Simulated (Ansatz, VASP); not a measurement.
Two plane-wave programs on Cu2O

File INCAR:

```
PREC = Accurate
ENCUT = 600
EDIFF = 1E-6
ISMEAR = 0
SIGMA = 0.02
LREAL = False
LASPH = True
NELM = 120
ALGO = Normal
ISIF = 2
LWAVE = False
LCHARG = True
GGA = PE
LELF = True
LVHAR = True
NBANDS = 37
GGA_COMPAT = False
```

The input KPOINTS:

```
Automatic mesh
0
Gamma
  8 8 8
```

The input POSCAR:

```
Cu2O
1.0
    4.2982410474      0.0000000000      0.0000000000
    0.0000000000      4.2982410474      0.0000000000
    0.0000000000      0.0000000000      4.3412234579
Cu O
4 2
Direct
    0.2500000000      0.2500000000      0.2500000000
    0.2500000000      0.7500000000      0.7500000000
    0.7500000000      0.7500000000      0.2500000000
    0.7500000000      0.2500000000      0.7500000000
    0.0000000000      0.0000000000      0.0000000000
    0.5000000000      0.5000000000      0.5000000000
```

Input for Ansatz:

```yaml
crystal:
  lattice:
    - [4.2982410474, 0.0, 0.0]
    - [0.0, 4.2982410474, 0.0]
    - [0.0, 0.0, 4.3412234579]
  atoms:
    - { symbol: Cu, position: [0.25, 0.25, 0.25] }
    - { symbol: Cu, position: [0.25, 0.75, 0.75] }
    - { symbol: Cu, position: [0.75, 0.75, 0.25] }
    - { symbol: Cu, position: [0.75, 0.25, 0.75] }
    - { symbol: O, position: [0.0, 0.0, 0.0] }
    - { symbol: O, position: [0.5, 0.5, 0.5] }
basis:
  ecutwfc: 420
kpoints:
  mp_grid: { grid: [8, 8, 8] }
  band_path: { path: [VBM, CBM], npoints: 2 }
hamiltonian:
  xc: pbe
scf:
  occupations: { method: gaussian, width: 0.02 }
output:
  forces: true
  stress: true
  eigenvalues: true
checkpoint:
  read: start.run
  write: ck
  compress: false
  write_wavefunctions: false
  write_every: 100000
```

Alike in both runs: task single point; functional PBE; k mesh 8 × 8 × 8; occupations gaussian, width 0.02 eV; no spin polarisation.

|  | VASP | Ansatz |
| --- | --- | --- |
| version | VASP 6.6.1 | Ansatz 0.2.0 |
| potentials or method | VASP PAW PBE potentials, release 64 (Cu, O), cutoff 600 eV | scalar-relativistic, plane waves, PAW |
| valence electrons in the cell | 56 | 88 |

|  | VASP | Ansatz | Ansatz less VASP |
| --- | --- | --- | --- |
| gap on the k mesh at the Fermi level (eV) | 0.45 | 0.45 | -0.004 |
| least direct gap on the mesh (eV) | 0.45 | 0.45 | -0.004 |
| pressure (GPa) | -0.5 | -1.1 | -0.61 |
| traceless stress, the component that is largest in VASP (GPa) | -0.12 | -0.13 | -0.015 |

The functional is the same, so the differences come from potentials, cutoffs and numerics. VASP's potentials hold 56 valence electrons a cell and Ansatz's 88, so a difference there can come from the potentials and not from the codes.
